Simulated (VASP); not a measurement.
# SrCl2 in VASP: further runs

Aim: see how the results for SrCl2 move with the level of theory and the settings. Levels: r2SCAN0, PBE, LDA. Tasks: single point, relaxation of cell and atoms.

Program: VASP 6.6.1. These are calculated values, not measurements. Logs are shortened: lines on timing, memory, paths and dates and some standing lists are left out, and cuts for length are marked.

## (1) The cell of the first run

Symmetry: Fm-3m, No. 225, cubic system. Conventional cell: a = 6.977 Å, b = 6.977 Å, c = 6.977 Å, α = 90.00°, β = 90.00°, γ = 90.00°. Sr (site symmetry m-3m) has 8 Cl at 3.02 Å within 4.0 Å. Cl (site symmetry -43m) has 4 Sr at 3.02 Å and 6 Cl at 3.49 Å within 4.0 Å.

## (2) Single point, r2SCAN0

Input file POSCAR:

```
SrCl2
1.0
    0.0000000000      3.4883500000      3.4883500000
    3.4883500000      0.0000000000      3.4883500000
    3.4883500000      3.4883500000      0.0000000000
Sr Cl
1 2
Direct
    0.0000000000      0.0000000000      0.0000000000
    0.7500000000      0.7500000000      0.7500000000
    0.2500000000      0.2500000000      0.2500000000
```

Input file INCAR.step1:

```
SYSTEM = SrCl2
  PREC = Accurate
  ENCUT = 520
  EDIFF = 1E-5
  ISMEAR = -1
  SIGMA = 0.05
  LREAL = .FALSE.
  LASPH = .TRUE.
  NELM = 80
  ALGO = Normal
  ISIF = 2
  LWAVE = .TRUE.
  GGA = PE
  NBANDS = 19
```

Input file INCAR.step2:

```
SYSTEM = SrCl2
  PREC = Accurate
  ENCUT = 520
  EDIFF = 1E-6
  ISMEAR = -1
  SIGMA = 0.05
  LREAL = .FALSE.
  LASPH = .TRUE.
  NELM = 80
  ALGO = Normal
  ISIF = 2
  LWAVE = .FALSE.
  LCHARG = .TRUE.
  METAGGA = R2SCAN
  LHFCALC = .TRUE.
  AEXX = 0.25
  LMIXTAU = .TRUE.
  PRECFOCK = Normal
  LELF = .TRUE.
  LVHAR = .TRUE.
  ISTART = 1
  NBANDS = 19
```

Input file KPOINTS:

```
regular mesh
0
G
  4 4 4
  0 0 0
```

Potentials or basis: VASP PAW PBE potentials, release 64 (Sr_sv, Cl).

On the command line:

```console
$ cat potpaw_PBE.64/Sr_sv/POTCAR potpaw_PBE.64/Cl/POTCAR > POTCAR
$ cp INCAR.step1 INCAR
$ mpirun -np 1 vasp_std > vasp.out
$ cp INCAR.step2 INCAR
$ mpirun -np 1 vasp_std > vasp.out
```

OUTCAR:

```text
SYSTEM = SrCl2
   PREC = Accurate
   ENCUT = 520
   EDIFF = 1E-6
   ISMEAR = -1
   LREAL = .FALSE.
   LASPH = .TRUE.
   NELM = 80
   ISIF = 2
   METAGGA = R2SCAN
   LHFCALC = .TRUE.
   AEXX = 0.25
   PRECFOCK = Normal
   ISTART = 1

 ion  position               nearest neighbor table
   1  0.000  0.000  0.000-   2 3.02   2 3.02   2 3.02   2 3.02   3 3.02   3 3.02   3 3.02   3 3.02

   2  0.750  0.750  0.750-   1 3.02   1 3.02   1 3.02   1 3.02
   3  0.250  0.250  0.250-   1 3.02   1 3.02   1 3.02   1 3.02

  LATTYP: Found a face centered cubic cell.
 ALAT       =     6.9767000000

  Lattice vectors:

 A1 = (   0.0000000000,   3.4883500000,   3.4883500000)
 A2 = (   3.4883500000,   0.0000000000,   3.4883500000)
 A3 = (   3.4883500000,   3.4883500000,   0.0000000000)

Analysis of symmetry for initial positions (statically):
=====================================================================
 Subroutine PRICEL returns:
 Original cell was already a primitive cell.

 Routine SETGRP: Setting up the symmetry group for a
 face centered cubic supercell.

 Subroutine GETGRP returns: Found 48 space group operations
 (whereof 48 operations were pure point group operations)
 out of a pool of 48 trial point group operations.

The static configuration has the point symmetry O_h .

Analysis of symmetry for dynamics (positions and initial velocities):
=====================================================================
 Subroutine PRICEL returns:
 Original cell was already a primitive cell.

 Routine SETGRP: Setting up the symmetry group for a
 face centered cubic supercell.

 Subroutine GETGRP returns: Found 48 space group operations
 (whereof 48 operations were pure point group operations)
 out of a pool of 48 trial point group operations.

The dynamic configuration has the point symmetry O_h .

 Subroutine INISYM returns: Found 48 space group operations
 (whereof 48 operations are pure point group operations),
 and found     1 'primitive' translations

----------------------------------------------------------------------------------------

                                     Primitive cell

  volume of cell :      84.8966

  direct lattice vectors                    reciprocal lattice vectors
     0.000000000  3.488350000  3.488350000    -0.143334241  0.143334241  0.143334241
     3.488350000  0.000000000  3.488350000     0.143334241 -0.143334241  0.143334241
     3.488350000  3.488350000  0.000000000     0.143334241  0.143334241 -0.143334241

  length of vectors
     4.933271880  4.933271880  4.933271880     0.248262188  0.248262188  0.248262188

  position of ions in fractional coordinates (direct lattice)
     0.000000000  0.000000000  0.000000000
     0.750000000  0.750000000  0.750000000
     0.250000000  0.250000000  0.250000000

  ion indices of the primitive-cell ions
   primitive index   ion index
                 1           1
                 2           2
                 3           3

----------------------------------------------------------------------------------------

 KPOINTS: regular mesh

Automatic generation of k-mesh.
 Grid dimensions read from file:
 generate k-points for:    4    4    4

 Generating k-lattice:

  Cartesian coordinates                     Fractional coordinates (reciprocal lattice)
    -0.035833560  0.035833560  0.035833560     0.250000000  0.000000000  0.000000000
     0.035833560 -0.035833560  0.035833560     0.000000000  0.250000000  0.000000000
     0.035833560  0.035833560 -0.035833560     0.000000000  0.000000000  0.250000000

  Length of vectors
     0.062065547  0.062065547  0.062065547

  Shift w.r.t. Gamma in fractional coordinates (k-lattice)
     0.000000000  0.000000000  0.000000000

 Subroutine IBZKPT returns following result:
 ===========================================

 Found      8 irreducible k-points:

 Following reciprocal coordinates:
            Coordinates               Weight
  0.000000  0.000000  0.000000      1.000000
  0.250000  0.000000  0.000000      8.000000
  0.500000  0.000000  0.000000      4.000000
[... 47 lines left out ...]
      5     -16.3560      2.00000
      6     -15.4114      2.00000
[... 11 lines left out ...]
     18      10.0668      0.00000
     19      10.9108      0.00000

 k-point     2 :       0.2500    0.0000    0.0000
  band No.  band energies     occupation
      1     -37.0909      2.00000
      2     -17.6397      2.00000
      3     -17.3859      2.00000
      4     -17.3859      2.00000
      5     -15.9875      2.00000
      6     -15.5038      2.00000
[... 11 lines left out ...]
     18      10.0086      0.00000
     19      10.9766      0.00000

 k-point     3 :       0.5000    0.0000    0.0000
  band No.  band energies     occupation
      1     -37.0890      2.00000
      2     -17.8023      2.00000
      3     -17.3947      2.00000
      4     -17.3947      2.00000
      5     -15.9134      2.00000
      6     -15.3876      2.00000
[... 11 lines left out ...]
     18      10.1045      0.00000
     19      10.1588      0.00000

 k-point     4 :       0.2500    0.2500    0.0000
  band No.  band energies     occupation
      1     -37.0903      2.00000
      2     -17.6995      2.00000
      3     -17.3979      2.00000
      4     -17.3979      2.00000
      5     -15.8166      2.00000
      6     -15.5859      2.00000
[... 11 lines left out ...]
     18       9.9707      0.00000
     19      10.3658      0.00000

 k-point     5 :       0.5000    0.2500    0.0000
  band No.  band energies     occupation
      1     -37.0884      2.00000
      2     -17.7776      2.00000
      3     -17.5163      2.00000
      4     -17.4066      2.00000
      5     -15.6875      2.00000
      6     -15.4894      2.00000
[... 11 lines left out ...]
     18      10.2536      0.00000
     19      10.9929      0.00000

 k-point     6 :      -0.2500    0.2500    0.0000
  band No.  band energies     occupation
      1     -37.0890      2.00000
      2     -17.7022      2.00000
      3     -17.5455      2.00000
      4     -17.3947      2.00000
      5     -15.6856      2.00000
      6     -15.5598      2.00000
[... 11 lines left out ...]
     18      10.0217      0.00000
     19      11.1357      0.00000

 k-point     7 :       0.5000    0.5000    0.0000
  band No.  band energies     occupation
      1     -37.0877      2.00000
      2     -17.8969      2.00000
      3     -17.4185      2.00000
      4     -17.4185      2.00000
      5     -15.7486      2.00000
      6     -15.3808      2.00000
[... 11 lines left out ...]
     18       9.8227      0.00000
     19      11.3812      0.00000

 k-point     8 :      -0.2500    0.5000    0.2500
  band No.  band energies     occupation
      1     -37.0877      2.00000
      2     -17.6821      2.00000
      3     -17.6821      2.00000
      4     -17.4189      2.00000
      5     -15.5404      2.00000
      6     -15.5404      2.00000
[... 11 lines left out ...]
     18      10.9737      0.00000
     19      11.7322      0.00000

------------------------ aborting loop because EDIFF is reached ----------------------------------------

  FORCE on cell =-STRESS in cart. coord.  units (eV):
  Direction    XX          YY          ZZ          XY          YZ          ZX
  --------------------------------------------------------------------------------------
  -------------------------------------------------------------------------------------
  Total        0.0199904      0.0199904      0.0199904     -0.0000000      0.0000000     -0.0000000
  in kB        0.3772608      0.3772608      0.3772608     -0.0000000      0.0000000     -0.0000000
  external PRESSURE =       0.3772608 kB  Pullay stress =       0.0000000 kB

 VOLUME and BASIS-vectors are now :
 -----------------------------------------------------------------------------
  energy-cutoff  :      520.00
  volume of cell :       84.90
      direct lattice vectors                 reciprocal lattice vectors
     0.000000000  3.488350000  3.488350000    -0.143334241  0.143334241  0.143334241
     3.488350000  0.000000000  3.488350000     0.143334241 -0.143334241  0.143334241
     3.488350000  3.488350000  0.000000000     0.143334241  0.143334241 -0.143334241

 POSITION                                       TOTAL-FORCE (eV/Angst)
 -----------------------------------------------------------------------------------
      0.00000      0.00000      0.00000         0.000000     -0.000000     -0.000000
      5.23252      5.23252      5.23252         0.000000      0.000000      0.000000
      1.74418      1.74418      1.74418        -0.000000     -0.000000     -0.000000
 -----------------------------------------------------------------------------------
    total drift:                                0.000002      0.000001      0.000001

  FREE ENERGIE OF THE ION-ELECTRON SYSTEM (eV)
  ---------------------------------------------------
  free  energy   TOTEN  =       -32.7516673161 eV

  energy  without entropy=      -32.7516673160  energy(sigma->0) =      -32.75166732
```

Wall time 20 min (1 thread of AMD EPYC 7R43 (Zen 3), shared host); peak memory 0.23 GiB.

Results:

* Free energy: -32.7517 eV
* Pressure: 0.0 GPa
* Band gap on the k mesh: 7.67 eV (least direct gap 7.83 eV)

Caveat: the PAW data sets were made with another functional, which shifts forces and pressure a little.

## (3) Single point, PBE (last atom moved by 0.05 Å along z, cell strained by +1.0% along z)

Input file INCAR:

```
SYSTEM = SrCl2
GGA = PE ; ISMEAR = 0
SIGMA = 0.03 ; LWAVE = .False.
LCHARG = .False. ; ISIF = 2
PREC = Accurate ; LASPH = .True.
LREAL = .False. ; ALGO = Normal
EDIFF = 1E-8 ; NELM = 120
GGA_COMPAT = .False. ; ENCUT = 690
EFERMI = MIDGAP ; NBANDS = 34
```

Input file KPOINTS:

```
Automatic mesh
0
Gamma
  11 11 11
  0 0 0
```

Input file POSCAR:

```
SrCl2
1.0
    0.0000000000      3.4883500000      3.5232335000
    3.4883500000      0.0000000000      3.5232335000
    3.4883500000      3.4883500000      0.0000000000
Sr Cl
1 2
Direct
    0.0000000000      0.0000000000      0.0000000000
    0.7500000000      0.7500000000      0.7500000000
    0.2571667100      0.2571667100      0.2428332900
```

Potentials or basis: VASP PAW PBE potentials, release 64 (Sr_sv, Cl).

On the command line:

```console
$ cat potpaw_PBE.64/Sr_sv/POTCAR potpaw_PBE.64/Cl/POTCAR > POTCAR
$ mpirun -np 1 vasp_std > vasp.out
```

Run time: 16 min. Hardware: 1 thread of Intel Xeon Platinum 8259CL at 2.50GHz (Skylake/Cascade Lake), shared host; peak memory 0.78 GiB.

Results (log left out):

```yaml
Free_energy: -12.7834 eV
Pressure: 0.8 GPa
Largest_force: 0.131 eV/Å
Band_gap_on_the_k_mesh: 5.29 eV (least direct gap 5.57 eV)
```

Forces in eV/Å, atoms in the order of the input:
```
Sr   0.000  0.000  0.065
Cl   0.000  0.000  0.066
Cl   0.000  0.000 -0.131
```

Stress tensor (GPa, compression positive):
```
 0.93 -0.22  0.00
-0.22  0.93  0.00
 0.00  0.00  0.44
```

Levels at points of the mesh, in eV from the valence-band top:
```
           k point  band 8  band 9  band 10  band 11  band 12  band 13  band 14  band 15  band 16  band 17
(0.00, 0.00, 0.00)   -2.09   -2.08    -0.39    -0.32    -0.32     5.29     6.07     6.12     8.99     9.01
```

Caveat: the cell differs from its parent crystal (last atom moved by 0.05 Å along z, cell strained by +1.0% along z); an odd mesh through Γ misses points on the zone boundary, where band edges can lie.

## (4) Relaxation of cell and atoms, PBE, non-collinear spin, zero start, spin-orbit coupling (30.00 Å³/atom)

This run uses another cell than the first one, of 30.00 Å³/atom.

Input file POSCAR:

```
SrCl2
1.0
    0.0000000000      3.5567663891      3.5567663891
    3.5567663891      0.0000000000      3.5567663891
    3.5567663891      3.5567663891      0.0000000000
Sr Cl
1 2
Direct
    0.0000000000      0.0000000000      0.0000000000
    0.7500000000      0.7500000000      0.7500000000
    0.2500000000      0.2500000000      0.2500000000
```

Input file INCAR.step1:

```
  ALGO = Normal
  EDIFF = 1E-7
  EDIFFG = -0.002
  EFERMI = MIDGAP
  ENCUT = 690
  GGA = PE
  GGA_COMPAT = F
  IBRION = 2
  ISIF = 3
  ISMEAR = 0
  KPAR = 8
  LASPH = T
  LCHARG = F
  LORBIT = 11
  LREAL = F
  LSORBIT = T
  LWAVE = F
  MAGMOM = 0 0 0 0 0 0 0 0 0
  NELM = 200
  NELMIN = 4
  NSW = 80
  POTIM = 0.5
  PREC = Accurate
  SIGMA = 0.03
```

Input file INCAR.step4:

```
  ALGO = Normal
  EDIFF = 1E-7
  EFERMI = MIDGAP
  ENCUT = 690
  GGA = PE
  GGA_COMPAT = F
  ISIF = 2
  ISMEAR = 0
  KPAR = 8
  LASPH = T
  LCHARG = F
  LORBIT = 11
  LREAL = F
  LSORBIT = T
  LWAVE = F
  MAGMOM = 0 0 0 0 0 0 0 0 0
  NELM = 200
  PREC = Accurate
  SIGMA = 0.03
```

Input file KPOINTS:

```
Automatic mesh
0
Gamma
  7 7 7
  0 0 0
```

On the command line:

```console
$ cat potpaw_PBE.64/Sr_sv/POTCAR potpaw_PBE.64/Cl/POTCAR > POTCAR
$ cp INCAR.step1 INCAR
$ cp POSCAR.step1 POSCAR
$ mpirun -np 8 vasp_ncl > vasp.out
$ cp CONTCAR POSCAR
$ mpirun -np 8 vasp_ncl > vasp.out
$ cp CONTCAR POSCAR
$ mpirun -np 8 vasp_ncl > vasp.out
$ cp CONTCAR POSCAR
$ cp INCAR.step4 INCAR
$ mpirun -np 8 vasp_ncl > vasp.out
```

Run time: 6.2 min. Hardware: 8 MPI ranks of Intel Xeon 6975P-C (Granite Rapids), shared host; peak memory 0.88 GiB.

It converged, with:

```yaml
Free_energy: -12.8814 eV
Relaxed_volume: 29.19 Å³/atom
Relaxed_cell: a = 4.985 Å, b = 4.985 Å, c = 4.985 Å, α = 60.00°, β = 60.00°, γ = 60.00°
Space_group_after_relaxing_to_0.1_Å: Fm-3m (No. 225)
Energy_gained_by_relaxing: 2.2 meV/atom
Ionic_steps: 5
Pressure_after_relaxing: 0.0 GPa
Net_moment: 0.00 μB per cell
Valence_electrons_inside_the_program's_atomic_spheres: Sr 7.93; Cl 5.17
```

The path:
| step | energy change (eV) | largest force (eV/Å) | pressure (GPa) | volume (Å³) |
| --- | --- | --- | --- | --- |
| 1 | 0.0000 | 0.0000 | -0.86 | 89.99 |
| 2 | -0.0066 | 0.0000 | -0.13 | 87.90 |
| 3 | -0.0067 | 0.0000 | 0.00 | 87.57 |
| 4 | -0.0066 | 0.0000 | 0.00 | 87.57 |
| 5 | -0.0066 | 0.0000 | 0.00 | 87.57 |

Final structure:
```
Sr Cl
1.0
     0.00000    3.52459    3.52459
     3.52459    0.00000    3.52459
     3.52459    3.52459    0.00000
Sr Cl
1 2
Cartesian
  0.0000 0.0000 0.0000
  5.2869 5.2869 5.2869
  1.7623 1.7623 1.7623
```

Moments on the atoms (μB; x, y, z):
```
Sr  0.00 0.00 0.00
Cl  0.00 0.00 0.00
Cl  0.00 0.00 0.00
```

## (5) Single point, LDA

Input file INCAR:

```
SYSTEM = SrCl2
  PREC = Accurate
  ENCUT = 520
  EDIFF = 1E-6
  ISMEAR = -1
  SIGMA = 0.05
  LREAL = .False.
  LASPH = .True.
  NELM = 80
  ALGO = Normal
  ISIF = 2
  LWAVE = .False.
  LCHARG = .False.
  NBANDS = 19
```

Input file KPOINTS:

```
regular mesh
0
Gamma
  7 7 7
  0 0 0
```

Input file POSCAR:

```
SrCl2
1.0
    0.0000000000      3.4883500000      3.4883500000
    3.4883500000      0.0000000000      3.4883500000
    3.4883500000      3.4883500000      0.0000000000
Sr Cl
1 2
Direct
    0.0000000000      0.0000000000      0.0000000000
    0.7500000000      0.7500000000      0.7500000000
    0.2500000000      0.2500000000      0.2500000000
```

Potentials or basis: VASP PAW LDA potentials, release 64 (Sr_sv, Cl).

On the command line:

```console
$ cat potpaw_LDA.64/Sr_sv/POTCAR potpaw_LDA.64/Cl/POTCAR > POTCAR
$ mpirun -np 1 vasp_std > vasp.out
```

Run time: 41 s. Hardware: 1 thread of Intel Xeon Platinum 8375C at 2.90GHz (Ice Lake), shared host; peak memory 0.2 GiB.

Results (log left out):

```
Free energy            : -14.0256 eV
Pressure               : -2.7 GPa
Band gap on the k mesh : 4.92 eV (least direct gap 5.23 eV)
```

Levels at points of the mesh, in eV from the valence-band top:
| k point | band 9 | band 10 | band 11 | band 12 | band 13 | band 14 | band 15 | band 16 |
| --- | --- | --- | --- | --- | --- | --- | --- | --- |
| (0.00, 0.00, 0.00) | -2.16 | -0.31 | -0.31 | -0.31 | 4.92 | 5.85 | 5.85 | 8.74 |

Caveat: an odd mesh through Γ misses points on the zone boundary, where band edges can lie.

## (6) Single point, LDA

Input file INCAR:

```
  PREC = Accurate
  ENCUT = 520
  EDIFF = 1E-6
  ISMEAR = 0
  SIGMA = 0.01
  LREAL = F
  LASPH = T
  NELM = 80
  ALGO = Normal
  ISIF = 2
  LWAVE = F
  LCHARG = F
  GGA = CA
  NBANDS = 19
```

Input file KPOINTS:

```
regular mesh
0
Gamma
  6 6 6
```

POSCAR is that of step 5.

Potentials or basis: VASP PAW LDA potentials, release 64 (Sr_sv, Cl).

On the command line:

```console
$ cat potpaw_LDA.64/Sr_sv/POTCAR potpaw_LDA.64/Cl/POTCAR > POTCAR
$ mpirun -np 1 vasp_std > vasp.out
```

It took 28 s on 1 thread of Intel Xeon 8259CL, shared host; peak memory 0.2 GiB.

Results (log left out):

| Quantity | Value |
| --- | --- |
| Free energy | -14.0256 eV |
| Pressure | -2.7 GPa |
| Band gap on the k mesh | 4.89 eV (least direct gap 5.15 eV) |

Levels at points of the mesh, in eV from the valence-band top:
```tsv
k point	band 8	band 9	band 10	band 11	band 12	band 13	band 14	band 15	band 16	band 17
(0.00, 0.00, 0.00)	-2.19	-2.19	-0.35	-0.35	-0.35	4.89	5.82	5.82	8.70	8.70
(0.50, 0.00, 0.00)	-1.63	-1.57	-1.38	-1.08	-1.08	6.44	6.44	7.30	7.44	8.42
(0.50, 0.50, 0.00)	-1.93	-1.93	-0.42	-0.42	0.00	5.15	6.81	7.35	7.84	7.84
```

## (7) Summary

| task | level | potentials or basis | spin | cell | k mesh | cutoff (eV) | smearing | dipole correction | grid for exact exchange (PRECFOCK) | share of exact exchange | tolerance level | purpose | gap on the mesh (eV) | pressure (GPa) |
| --- | --- | --- | --- | --- | --- | --- | --- | --- | --- | --- | --- | --- | --- | --- |
| single point | r2SCAN0 | VASP PAW PBE potentials, release 64 (Sr_sv, Cl) | off | a = 4.933 Å, angles 60.0°, 3 atoms, atomic positions A | 4 × 4 × 4 | 520 | fermi-dirac 0.05 eV | no | Normal | 0.25 | - | - | 7.67 | 0.0 |
| single point | PBE | VASP PAW PBE potentials, release 64 (Sr_sv, Cl) | off | a = 4.958, b = 4.958, c = 4.933 Å, angles 60.2, 60.2, 59.7°, 3 atoms, atomic positions B | 11 × 11 × 11 | 690 | gaussian 0.03 eV | - | - | - | tight | forces | 5.29 | 0.8 |
| relaxation of cell and atoms | PBE | VASP PAW PBE potentials, release 64 (Sr_sv, Cl) | non-collinear, zero start, SOC | relaxed from a = 5.030 Å, angles 60.0°, 3 atoms, atomic positions A | 7 × 7 × 7 | 690 | gaussian 0.03 eV | - | - | - | tight | cell | - | 0.0 |
| single point | LDA | VASP PAW LDA potentials, release 64 (Sr_sv, Cl) | off | a = 4.933 Å, angles 60.0°, 3 atoms, atomic positions A | 7 × 7 × 7 | 520 | fermi-dirac 0.05 eV | no | - | - | - | - | 4.92 | -2.7 |
| single point | LDA | VASP PAW LDA potentials, release 64 (Sr_sv, Cl) | off | a = 4.933 Å, angles 60.0°, 3 atoms, atomic positions A | 6 × 6 × 6 | 520 | gaussian 0.01 eV | no | - | - | - | - | 4.89 | -2.7 |

Caveats: an odd mesh through Γ misses points on the zone boundary, where band edges can lie (at least some runs); the PAW data sets were made with another functional, which shifts forces and pressure a little (at least some runs).

Total energies depend on the potentials used, so only differences within one code and one set of settings carry meaning.
